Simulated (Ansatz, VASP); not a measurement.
**One calculation of AlN, two programs**

```xyz
2
Lattice="0.0396 1.9978 1.9978 1.9978 0.0396 1.9978 1.9978 1.9978 0.0396" Properties=species:S:1:pos:R:3 pbc="T T T"
Al    0.0000    0.0000    0.0000
N     2.0176    2.0176    2.0176
```

Change from the starting cell: equal xy, yz and zx shear strains of +2 %, PAW files.

Alike in both runs: task electric field gradients; functional LDA; k mesh 12 × 12 × 12; occupations fermi-dirac, width 0.01 eV; no spin polarisation.

|  | VASP | Ansatz |
| --- | --- | --- |
| version | VASP 6.6.1 | Ansatz 0.2.0 |
| potentials or method | VASP PAW LDA potentials, release 64 (Al, N) | PAW with Ansatz's default frozen-core files, scalar-relativistic |
| plane-wave cutoff (eV) | 520 | 420 |
| valence electrons in the cell | 8 | 8 |

Ansatz gave:

- gap on the k mesh at the Fermi level (eV): 4.61
- pressure (GPa): 12.6
- traceless stress, the component that is largest in VASP (GPa): -7.09
- size of Vzz on the site where it differs most (V/Å²): 1.4

**Question.** What did VASP give for the same quantities?

**Answer.** gap on the k mesh at the Fermi level (eV): 4.60; pressure (GPa): 13.4; traceless stress, the component that is largest in VASP (GPa): -7.09; size of Vzz on the site where it differs most (V/Å²): 0.6.

LDA's correlation is that of Perdew and Zunger in VASP and of Perdew and Wang (1992) in Ansatz.
